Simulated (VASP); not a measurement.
# InSe (C2/m) in VASP: single point with PBE

Aim: the single point of InSe with PBE.

Program: VASP 6.6.1. These are calculated values, not measurements. Logs are shortened: lines on timing, memory, paths and dates and some standing lists are left out, and cuts for length are marked.

### Step 1. The cell of the first run

It takes space group C2/m (No. 12, monoclinic). The conventional cell has a = 11.736 Å, b = 4.110 Å, c = 4.610 Å, α = 90.00°, β = 110.30°, γ = 90.00°. In (site symmetry m) has 5 Se at 2.58 to 3.51 Å and 3 In at 2.74 to 3.74 Å within 3.8 Å. Se (site symmetry m) has 5 In at 2.58 to 3.51 Å and 3 Se at 3.51 to 3.52 Å within 3.6 Å.

### Step 2. Single point, PBE

Input file INCAR:

```
  PREC = Accurate
  ENCUT = 520
  EDIFF = 1E-7
  ISMEAR = 0
  SIGMA = 0.05
  LREAL = False
  LASPH = True
  NELM = 100
  ALGO = Normal
  ISIF = 2
  LWAVE = False
  LCHARG = True
  GGA = PE
  LELF = True
  LVHAR = True
  NBANDS = 27
```

Input file KPOINTS:

```
Automatic mesh
0
Gamma
  10 10 10
```

Input file POSCAR:

```
InSe
1.0
    5.8679031300     -2.0550000000      0.0000000000
    5.8679031300      2.0550000000      0.0000000000
   -1.5994149700      0.0000000000      4.3236525900
In Se
2 2
Direct
    0.8840000000      0.8840000000      0.0050000000
    0.1160000000      0.1160000000      0.9950000000
    0.6600000000      0.6600000000      0.6420000000
    0.3400000000      0.3400000000      0.3580000000
```

Potentials or basis: VASP PAW PBE potentials, release 64 (In_d, Se).

Launch:

```sh
cat potpaw_PBE.64/In_d/POTCAR potpaw_PBE.64/Se/POTCAR > POTCAR
mpirun -np 1 vasp_std > vasp.out
```

OUTCAR:

```text
PREC = Accurate
   ENCUT = 520
   EDIFF = 1E-7
   ISMEAR = 0
   LREAL = False
   LASPH = True
   NELM = 100
   ISIF = 2
   GGA = PE

 ion  position               nearest neighbor table
   1  0.884  0.884  0.005-   3 2.58   2 2.74   4 2.78   4 2.78   2 3.74   2 3.74
   2  0.116  0.116  0.995-   4 2.58   1 2.74   3 2.78   3 2.78   1 3.74   1 3.74
   3  0.660  0.660  0.642-   1 2.58   2 2.78   2 2.78
   4  0.340  0.340  0.358-   2 2.58   1 2.78   1 2.78

  LATTYP: Found a base centered monoclinic cell.
 ALAT       =    11.7358062600
 B/A-ratio  =     0.3502102803
 C/A-ratio  =     0.3928149370
 COS(beta)  =    -0.3469446792

  Lattice vectors:

 A1 = (   5.8679031300,  -2.0550000000,   0.0000000000)
 A2 = (   5.8679031300,   2.0550000000,   0.0000000000)
 A3 = (  -1.5994149700,   0.0000000000,   4.3236525900)

Analysis of symmetry for initial positions (statically):
=====================================================================
 Subroutine PRICEL returns:
 Original cell was already a primitive cell.

 Routine SETGRP: Setting up the symmetry group for a
 base centered monoclinic supercell.

 Subroutine GETGRP returns: Found  4 space group operations
 (whereof  4 operations were pure point group operations)
 out of a pool of  4 trial point group operations.

The static configuration has the point symmetry C_2h.

Analysis of symmetry for dynamics (positions and initial velocities):
=====================================================================
 Subroutine PRICEL returns:
 Original cell was already a primitive cell.

 Routine SETGRP: Setting up the symmetry group for a
 base centered monoclinic supercell.

 Subroutine GETGRP returns: Found  4 space group operations
 (whereof  4 operations were pure point group operations)
 out of a pool of  4 trial point group operations.

The dynamic configuration has the point symmetry C_2h.

 Subroutine INISYM returns: Found  4 space group operations
 (whereof  4 operations are pure point group operations),
 and found     1 'primitive' translations

----------------------------------------------------------------------------------------

                                     Primitive cell

  volume of cell :     104.2739

  direct lattice vectors                    reciprocal lattice vectors
     5.867903130 -2.055000000  0.000000000     0.085209314 -0.243309002  0.031520815
     5.867903130  2.055000000  0.000000000     0.085209314  0.243309002  0.031520815
    -1.599414970  0.000000000  4.323652590     0.000000000  0.000000000  0.231285928

  length of vectors
     6.217339635  6.217339635  4.609999996     0.259718039  0.259718039  0.231285928

  position of ions in fractional coordinates (direct lattice)
     0.884000000  0.884000000  0.005000000
     0.116000000  0.116000000  0.995000000
     0.660000000  0.660000000  0.642000000
     0.340000000  0.340000000  0.358000000

  ion indices of the primitive-cell ions
   primitive index   ion index
                 1           1
                 2           2
                 3           3
                 4           4

----------------------------------------------------------------------------------------

 KPOINTS: Automatic mesh

Automatic generation of k-mesh.
 Grid dimensions read from file:
 generate k-points for:   10   10   10

 Generating k-lattice:

  Cartesian coordinates                     Fractional coordinates (reciprocal lattice)
     0.008520931 -0.024330900  0.003152081     0.100000000 -0.000000000  0.000000000
     0.008520931  0.024330900  0.003152081    -0.000000000  0.100000000  0.000000000
     0.000000000  0.000000000  0.023128593     0.000000000  0.000000000  0.100000000

  Length of vectors
     0.025971804  0.025971804  0.023128593

  Shift w.r.t. Gamma in fractional coordinates (k-lattice)
     0.000000000  0.000000000  0.000000000

 Subroutine IBZKPT returns following result:
 ===========================================

 Found    282 irreducible k-points:

 Following reciprocal coordinates:
            Coordinates               Weight
  0.000000  0.000000  0.000000      1.000000
  0.100000  0.000000 -0.000000      4.000000
  0.200000  0.000000 -0.000000      4.000000
  0.300000  0.000000 -0.000000      4.000000
  0.400000  0.000000 -0.000000      4.000000
  0.500000  0.000000  0.000000      2.000000
[... 16 lines left out ...]
  0.300000  0.300000 -0.000000      2.000000
  0.400000  0.300000 -0.000000      4.000000
 [... further k-points ...]
   k-points           NKPTS =    282   k-points in BZ     NKDIM =    282   number of bands    NBANDS=     27
   number of dos      NEDOS =    301   number of ions     NIONS =      4
   total plane-waves  NPLWV =  82944
   dimension x,y,z NGX =    48 NGY =   48 NGZ =   36
   dimension x,y,z NGXF=    96 NGYF=   96 NGZF=   72
   ions per type =               2   2
   NGX,Y,Z   is equivalent  to a cutoff of  12.83, 12.83, 12.98 a.u.
   NGXF,Y,Z  is equivalent  to a cutoff of  25.67, 25.67, 25.96 a.u.
 SYSTEM =  unknown system
   PREC   = accura    normal or accurate (medium, high low for compatibility)
   ISTART =      0    job   : 0-new  1-cont  2-samecut
   ICHARG =      2    charge: 1-file 2-atom 10-const
   ISPIN  =      1    spin polarized calculation?
   LNONCOLLINEAR =      F non collinear calculations
   LSORBIT =      F    spin-orbit coupling
   LASPH  =      T    aspherical Exc in radial PAW
   ENCUT  =  520.0 eV  38.22 Ry    6.18 a.u.  11.56 11.56  8.57*2*pi/ulx,y,z
   NELM   =    100;   NELMIN=  2; NELMDL= -5     # of ELM steps
   EDIFF  = 0.1E-06   stopping-criterion for ELM
   LREAL  =      F    real-space projection
   EDIFFG = 0.1E-05   stopping-criterion for IOM
   NSW    =      0    number of steps for IOM
   IBRION =     -1    ionic relax: 0-MD 1-quasi-New 2-CG
   NFREE  =      0    steps in history (QN), initial steepest desc. (CG)
   ISIF   =      2    stress and relaxation
   ISYM   =      2    0-nonsym 1-usesym 2-fastsym
   POTIM  = 0.5000    time-step for ionic-motion
   TEBEG  =    0.0;   TEEND  =   0.0 temperature during run
   PSTRESS=    0.0 pullay stress
   NELECT =      38.0000    total number of electrons
   NUPDOWN=      -1.0000    fix difference up-down
   EMIN   =  10.00;   EMAX   =-10.00  energy-range for DOS
   EFERMI =   0.00;   METHOD = LEGACY
   ISMEAR =     0;   SIGMA  =   0.05  broadening in eV -4-tet -1-fermi 0-gaus
   EFERMI_NEDOS =   21; number of points for ismear=-14 and -15
   IALGO  =     38    algorithm
   IMIX   =      4    mixing-type and parameters
     AMIX     =   0.40;   BMIX     =  1.00
     AMIX_MAG =   1.60;   BMIX_MAG =  1.00
  volume/ion in A,a.u.               =      26.07       175.92
  Fermi-wavevector in a.u.,A,eV,Ry     =   1.169349  2.209749 18.604297  1.367377
  Thomas-Fermi vector in A             =   2.305823
   LORBIT       =      0    0 simple, 1 ext, 2 COOP (PROOUT), +10 PAW based schemes
   GGA     = PE    functional components
   LHFCALC =     F    Hartree Fock is set to
   AEXX    =    0.0000 exact exchange contribution
   IVDW    =     0    specifies the selected vdW correction
   LEPSILON=     F    determine dielectric tensor
   LRPA    =     F    only Hartree local field effects (RPA)
 non-spin polarized calculation
 Gauss-broadening in eV      SIGMA  =   0.05
  energy-cutoff  :      520.00
  volume of cell :      104.27
 maximum number of plane-waves:      2840
 NGX is ok and might be reduce to    48
   NGX = 23   NGY = 23   NGZ = 17

 number of electron      38.0000002 magnetization

 Free energy of the ion-electron system (eV)
  ---------------------------------------------------
  ext. energy  EPLUGINS =         0.00000000
  ---------------------------------------------------
  free energy    TOTEN  =       -13.89002761 eV

  energy without entropy =      -13.89002761  energy(sigma->0) =      -13.89002761

 E-fermi :   5.1117     XC(G=0):  -9.5809

 val. band max:        4.9046344991   @ k =  -0.3000  -0.3000   0.3000
 cond. band min:       5.8376595256   @ k =   0.4000   0.4000   0.0000
 fundamental gap:      0.9330250265
 Fermi energy:         5.1116739776

 k-point     1 :       0.0000    0.0000    0.0000
  band No.  band energies     occupation
      1      -9.7773      2.00000
      2      -9.7379      2.00000
      3      -9.4422      2.00000
      4      -9.4268      2.00000
      5      -9.3863      2.00000
      6      -9.3824      2.00000
[... 19 lines left out ...]
     26      11.9581      0.00000
     27      13.5907      0.00000

 k-point     2 :       0.1000    0.0000   -0.0000
  band No.  band energies     occupation
      1      -9.7787      2.00000
      2      -9.7316      2.00000
      3      -9.4635      2.00000
      4      -9.4236      2.00000
      5      -9.3940      2.00000
      6      -9.3763      2.00000
[... 19 lines left out ...]
     26      12.0010      0.00000
     27      13.6000      0.00000

 k-point     3 :       0.2000    0.0000   -0.0000
  band No.  band energies     occupation
      1      -9.7798      2.00000
      2      -9.7194      2.00000
      3      -9.5035      2.00000
      4      -9.4255      2.00000
      5      -9.4050      2.00000
      6      -9.3763      2.00000
[... 19 lines left out ...]
     26      11.8493      0.00000
     27      13.1016      0.00000

 k-point     4 :       0.3000    0.0000   -0.0000
  band No.  band energies     occupation
      1      -9.7788      2.00000
      2      -9.7122      2.00000
      3      -9.5295      2.00000
      4      -9.4531      2.00000
      5      -9.3971      2.00000
      6      -9.3843      2.00000
[... 19 lines left out ...]
     26      12.4675      0.00000
     27      12.9376      0.00000
[... 516 lines left out ...]
      4      -9.4327      2.00000
      5      -9.4182      2.00000
      6      -9.3816      2.00000
[... 19 lines left out ...]
     26      12.4703      0.00000
     27      13.0378      0.00000

 k-point    23 :       0.3000    0.3000   -0.0000
  band No.  band energies     occupation
      1      -9.8301      2.00000
      2      -9.6205      2.00000
      3      -9.5046      2.00000
      4      -9.4386      2.00000
      5      -9.3942      2.00000
      6      -9.3773      2.00000
[... 19 lines left out ...]
     26      11.7993      0.00000
     27      12.7888      0.00000

 k-point    24 :       0.4000    0.3000   -0.0000
  band No.  band energies     occupation
      1      -9.8332      2.00000
      2      -9.5985      2.00000
      3      -9.5148      2.00000
      4      -9.4477      2.00000
      5      -9.4058      2.00000
      6      -9.3717      2.00000
[... 19 lines left out ...]
     26      11.4056      0.00000
     27      12.1750      0.00000

 [... further k-points ...]

------------------------ aborting loop because EDIFF is reached ----------------------------------------

  FORCE on cell =-STRESS in cart. coord.  units (eV):
  Direction    XX          YY          ZZ          XY          YZ          ZX
  --------------------------------------------------------------------------------------
  -------------------------------------------------------------------------------------
  Total        3.4988181      0.8730786      1.4276798      0.0000000      0.0000000      1.5168936
  in kB       53.7596463     13.4149288     21.9364248      0.0000000      0.0000000     23.3072032
  external PRESSURE =      29.7036666 kB  Pullay stress =       0.0000000 kB

 VOLUME and BASIS-vectors are now :
 -----------------------------------------------------------------------------
  energy-cutoff  :      520.00
  volume of cell :      104.27
      direct lattice vectors                 reciprocal lattice vectors
     5.867903130 -2.055000000  0.000000000     0.085209314 -0.243309002  0.031520815
     5.867903130  2.055000000  0.000000000     0.085209314  0.243309002  0.031520815
    -1.599414970  0.000000000  4.323652590     0.000000000  0.000000000  0.231285928

 POSITION                                       TOTAL-FORCE (eV/Angst)
 -----------------------------------------------------------------------------------
     10.36646      0.00000      0.02162        -0.112223      0.000000      0.522948
     -0.23006      0.00000      4.30203         0.112223      0.000000     -0.522948
      6.71881      0.00000      2.77578        -0.762923      0.000000     -0.162431
      3.41758      0.00000      1.54787         0.762923      0.000000      0.162431
 -----------------------------------------------------------------------------------
    total drift:                               -0.000000     -0.000000      0.000000

  FREE ENERGIE OF THE ION-ELECTRON SYSTEM (eV)
  ---------------------------------------------------
  free  energy   TOTEN  =       -13.8900276107 eV

  energy  without entropy=      -13.8900276107  energy(sigma->0) =      -13.89002761
```

Wall time 32 min (1 thread of AMD EPYC 7R43 (Zen 3), shared host); peak memory 0.74 GiB.

What came out:

- Free energy: -13.8900 eV
- Pressure: 3.0 GPa
- Largest force: 0.780 eV/Å
- Band gap on the k mesh: 0.93 eV (least direct gap 1.37 eV)

Forces on the atoms (eV/Å):
```
In  -0.112  0.000  0.523
In   0.112  0.000 -0.523
Se  -0.763  0.000 -0.162
Se   0.763  0.000  0.162
```

Caveat: spin-orbit coupling is left out, which moves the levels of the heavy elements. PBE gaps usually lie below the measured ones, often by a third to a half.
